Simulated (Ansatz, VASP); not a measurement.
One calculation of SiNi, two programs

```xyz
4
Lattice="3.0266 0.0000 0.0000 0.0000 3.2735 0.0000 0.0000 0.0000 4.6978" Properties=species:S:1:pos:R:3 pbc="T T T"
Si    1.5133    1.6367    3.9569
Si    0.0000    0.0000    0.7408
Ni    1.5133    1.6367    1.6171
Ni    0.0000    0.0000    3.0807
```

Alike in both runs: task single point; functional PBEsol; k mesh 16 × 14 × 10; occupations gaussian, width 0.15 eV; no spin polarisation.

|  | VASP | Ansatz |
| --- | --- | --- |
| version | VASP 6.6.1 | Ansatz 0.2.0 |
| potentials or method | VASP PAW PBE potentials, release 64 (Si, Ni), cutoff 520 eV | scalar-relativistic, plane waves, PAW |
| valence electrons in the cell | 28 | 44 |

Ansatz gave:

```
gap on the k mesh at the Fermi level (eV)                     : none
pressure (GPa)                                                : -5.1
traceless stress, the component that is largest in VASP (GPa) : 0.23
rms of the force components (eV/Å)                            : 0.048
```

Problem. What did VASP give for the same quantities?

Solution. gap on the k mesh at the Fermi level (eV): none; pressure (GPa): -4.9; traceless stress, the component that is largest in VASP (GPa): 0.16; rms of the force components (eV/Å): 0.046.

VASP's potentials were made for PBE, not for PBEsol. Atom by atom the forces differ by 0.003 eV/Å (rms over components). A gap of «none» marks a metal or a gap that the smearing closes. The functional is the same, so the differences come from potentials, cutoffs and numerics. VASP's potentials hold 28 valence electrons a cell and Ansatz's 44, so a difference there can come from the potentials and not from the codes.
